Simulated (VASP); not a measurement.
# C (P-1) in VASP: further runs, part 2 of 2

VASP 6.6.1. Earlier steps stand in the parts before.

## 3. Single point, PBEsol

Contents of INCAR:

```
ALGO = Normal
EDIFF = 1E-7
ENCUT = 520
GGA = PS
ISIF = 2
ISMEAR = -1
LASPH = True
LCHARG = False
LREAL = False
LWAVE = False
NBANDS = 11
NELM = 60
PREC = Accurate
SIGMA = 0.15
```

Contents of KPOINTS:

```
k-points
0
Gamma
  16 16 10
```

Contents of POSCAR:

```
C
1.0
    2.1150374856     -1.2070092369      0.0000000000
    2.1396031344      1.2495556431      0.0000000000
   -1.3790696300     -0.0137906963      3.5028300800
C
2
Direct
    0.8333555300      0.8333555300      0.0000930400
    0.1666444700      0.1666444700      0.9999069600
```

Potentials or basis: VASP PAW PBE potentials, release 64 (C).

Started as:

```sh
cat potpaw_PBE.64/C/POTCAR > POTCAR
mpirun -np 1 vasp_std > vasp.out
```

OUTCAR:

```text
EDIFF = 1E-7
   ENCUT = 520
   GGA = PS
   ISIF = 2
   ISMEAR = -1
   LASPH = True
   LREAL = False
   NELM = 60
   PREC = Accurate

 ion  position               nearest neighbor table
   1  0.833  0.833  0.000-   2 1.41   2 1.42   2 1.43
   2  0.167  0.167  1.000-   1 1.41   1 1.42   1 1.43

  LATTYP: Found a triclinic cell.
 ALAT       =     2.4352114618
 B/A-ratio  =     1.0174719051
 C/A-ratio  =     1.5529553550
 COS(alpha) =     0.0052529313
 COS(beta)  =     0.3290235492
 COS(gamma) =     0.5000301255

  Lattice vectors:

 A1 = (   2.1150374856,  -1.2070092369,   0.0000000000)
 A2 = (   2.1396031344,   1.2495556431,   0.0000000000)
 A3 = (   0.7359678556,  -1.2207999332,   3.5028300800)

Analysis of symmetry for initial positions (statically):
=====================================================================
 Subroutine PRICEL returns:
 Original cell was already a primitive cell.

 Routine SETGRP: Setting up the symmetry group for a
 triclinic supercell.

 Subroutine GETGRP returns: Found  2 space group operations
 (whereof  2 operations were pure point group operations)
 out of a pool of  2 trial point group operations.

The static configuration has the point symmetry S_2 .

Analysis of symmetry for dynamics (positions and initial velocities):
=====================================================================
 Subroutine PRICEL returns:
 Original cell was already a primitive cell.

 Routine SETGRP: Setting up the symmetry group for a
 triclinic supercell.

 Subroutine GETGRP returns: Found  2 space group operations
 (whereof  2 operations were pure point group operations)
 out of a pool of  2 trial point group operations.

The dynamic configuration has the point symmetry S_2 .

 Subroutine INISYM returns: Found  2 space group operations
 (whereof  2 operations are pure point group operations),
[... 113 lines left out ...]
   IALGO  =     38    algorithm
   IMIX   =      4    mixing-type and parameters
     AMIX     =   0.40;   BMIX     =  1.00
     AMIX_MAG =   1.60;   BMIX_MAG =  1.00
  volume/ion in A,a.u.               =       9.15        61.76
  Fermi-wavevector in a.u.,A,eV,Ry     =   1.242394  2.347784 21.001165  1.543542
  Thomas-Fermi vector in A             =   2.376750
   LORBIT       =      0    0 simple, 1 ext, 2 COOP (PROOUT), +10 PAW based schemes
   GGA     = PS    functional components
   LHFCALC =     F    Hartree Fock is set to
   AEXX    =    0.0000 exact exchange contribution
   IVDW    =     0    specifies the selected vdW correction
   LEPSILON=     F    determine dielectric tensor
   LRPA    =     F    only Hartree local field effects (RPA)
 non-spin polarized calculation
  energy-cutoff  :      520.00
  volume of cell :       18.30
 maximum number of plane-waves:       507
   NGX =  9   NGY =  9   NGZ = 13

 number of electron       8.0000000 magnetization

 Free energy of the ion-electron system (eV)
  ---------------------------------------------------
  ext. energy  EPLUGINS =         0.00000000
  ---------------------------------------------------
  free energy    TOTEN  =       -19.27991458 eV

  energy without entropy =      -19.27798881  energy(sigma->0) =      -19.27895170

 E-fermi :   4.3303     XC(G=0): -10.2639

 val. band max:        4.1181030169   @ k =   0.3750  -0.3125   0.3000
 cond. band min:       4.5719227183   @ k =   0.3750  -0.3125   0.3000
 fundamental gap:      0.4538197015
 Fermi energy:         4.3303492418

 k-point     1 :       0.0000    0.0000    0.0000
  band No.  band energies     occupation
      1     -15.3718      2.00000
      2      -2.5738      2.00000
      3       1.2781      2.00000
      4       1.3670      2.00000
      5       7.9922      0.00000
      6      12.4456      0.00000
      7      12.9093      0.00000
      8      15.8271      0.00000
      9      17.3077      0.00000
     10      26.8207      0.00000
     11      28.2927      0.00000
[... 309 lines left out ...]
 k-point    24 :      -0.1250    0.0625    0.0000
  band No.  band energies     occupation
      1     -14.7123      2.00000
      2      -1.8249      2.00000
      3      -0.7765      2.00000
      4      -0.0108      2.00000
      5       8.8270      0.00000
      6      12.9257      0.00000
      7      13.7437      0.00000
      8      14.8687      0.00000
      9      18.6478      0.00000
     10      25.1762      0.00000
     11      28.4713      0.00000

 [... further k-points ...]
[... 5 lines left out ...]
  --------------------------------------------------------------------------------------
  -------------------------------------------------------------------------------------
  Total        0.2710127      0.2646928      0.0462748     -1.0111874     -0.0028941     -0.0032442
  in kB       23.7226651     23.1694613      4.0505917    -88.5126737     -0.2533265     -0.2839739
  external PRESSURE =      16.9809060 kB  Pullay stress =       0.0000000 kB

 VOLUME and BASIS-vectors are now :
 -----------------------------------------------------------------------------
  energy-cutoff  :      520.00
  volume of cell :       18.30
      direct lattice vectors                 reciprocal lattice vectors
     2.115037486 -1.207009237  0.000000000     0.239132116 -0.409463818  0.092534619
     2.139603134  1.249555643  0.000000000     0.230989852  0.404762599  0.092534619
    -1.379069630 -0.013790696  3.502830080     0.000000000  0.000000000  0.285483445

 POSITION                                       TOTAL-FORCE (eV/Angst)
 -----------------------------------------------------------------------------------
      3.54550      0.03545      0.00033         0.014450     -0.261528     -0.002523
     -0.66993     -0.00670      3.50250        -0.014450      0.261528      0.002523
 -----------------------------------------------------------------------------------
    total drift:                               -0.000000     -0.000000      0.000000

  FREE ENERGIE OF THE ION-ELECTRON SYSTEM (eV)
  ---------------------------------------------------
  free  energy   TOTEN  =       -19.2799145807 eV

  energy  without entropy=      -19.2779888130  energy(sigma->0) =      -19.27895170
```

OSZICAR:

```text
N       E                     dE             d eps       ncg     rms          rms(c)
DAV:   1    -0.577639862198E-01   -0.57764E-01   -0.40860E+03 28697   0.646E+02
DAV:   2    -0.200309860658E+02   -0.19973E+02   -0.19150E+02 37214   0.119E+02
DAV:   3    -0.204998030737E+02   -0.46882E+00   -0.46786E+00 35861   0.147E+01
DAV:   4    -0.205015757623E+02   -0.17727E-02   -0.17725E-02 33120   0.110E+00
DAV:   5    -0.205015830985E+02   -0.73362E-05   -0.73363E-05 36105   0.644E-02    0.645E+00
DAV:   6    -0.195737783759E+02    0.92780E+00   -0.78202E-01 33195   0.511E+00    0.372E+00
DAV:   7    -0.192774706096E+02    0.29631E+00   -0.87685E-01 34372   0.546E+00    0.983E-01
DAV:   8    -0.192801956027E+02   -0.27250E-02   -0.22755E-02 31535   0.956E-01    0.140E-01
DAV:   9    -0.192798538843E+02    0.34172E-03   -0.70683E-04 34647   0.164E-01    0.650E-02
DAV:  10    -0.192799128913E+02   -0.59007E-04   -0.16353E-04 32598   0.845E-02    0.291E-02
DAV:  11    -0.192799141735E+02   -0.12822E-05   -0.70554E-06 34431   0.155E-02    0.707E-03
DAV:  12    -0.192799146292E+02   -0.45571E-06   -0.53018E-07 32235   0.487E-03    0.204E-03
DAV:  13    -0.192799145807E+02    0.48493E-07   -0.12331E-07 34764   0.213E-03
   1 F= -.19279915E+02 E0= -.19278952E+02  d E =-.192577E-02
```

Wall time 4.5 min (1 thread of Intel Xeon 8259CL, shared host); peak memory 0.3 GiB.

Results:

| Property | Result |
| --- | --- |
| Free energy | -19.2799 eV |
| Pressure | 1.7 GPa |
| Largest force | 0.262 eV/Å |
| Band gap on the k mesh | 0.45 eV, direct |

Forces on the atoms (eV/Å):
```
C    0.014 -0.262 -0.003
C   -0.014  0.262  0.003
```

Caveat: the PAW data sets were made with another functional, which shifts forces and pressure a little.
